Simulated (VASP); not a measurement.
Here is a VASP 6.6.1 calculation.

Contents of INCAR:

```
SYSTEM = Al3GaN4
PREC = Accurate
ENCUT = 520
EDIFF = 1E-6
ISMEAR = 0
SIGMA = 0.02
LREAL = .FALSE.
LASPH = .TRUE.
NELM = 100
ALGO = Normal
ISIF = 2
LWAVE = .FALSE.
LCHARG = .FALSE.
GGA = PE
NBANDS = 31
```

The input KPOINTS:

```
regular mesh
0
G
  10 10 4
  0 0 0
```

File POSCAR:

```
Al3GaN4
1.0
    2.9142841171      0.0000000000      0.0000000000
    0.0000000000      2.9142841171      0.0000000000
    0.0000000000      0.0000000000      8.2607562098
Al Ga N
3 1 4
Direct
    0.0000000000      0.0000000000      0.2541629449
    0.5000000000      0.5000000000      0.5000000000
    0.0000000000      0.0000000000      0.7458370551
    0.5000000000      0.5000000000      0.0000000000
    0.0000000000      0.0000000000      0.0000000000
    0.5000000000      0.5000000000      0.2561048138
    0.0000000000      0.0000000000      0.5000000000
    0.5000000000      0.5000000000      0.7438951862
```

Potentials or basis: VASP PAW PBE potentials, release 64 (Al, Ga_d, N).

Launch:

```console
$ cat potpaw_PBE.64/Al/POTCAR potpaw_PBE.64/Ga_d/POTCAR potpaw_PBE.64/N/POTCAR > POTCAR
$ mpirun -np 1 vasp_std > vasp.out
```

Problem. Predict the pressure.

Solution. 0.1 GPa.

Problem. Estimate the largest force.

Solution. 0.027 eV/Å.

Forces in eV/Å, atoms in the order of the input:
```
Al   0.000  0.000  0.004
Al   0.000  0.000  0.000
Al   0.000  0.000 -0.004
Ga   0.000  0.000  0.000
N    0.000  0.000  0.000
N    0.000  0.000  0.027
N    0.000  0.000  0.000
N    0.000  0.000 -0.027
```
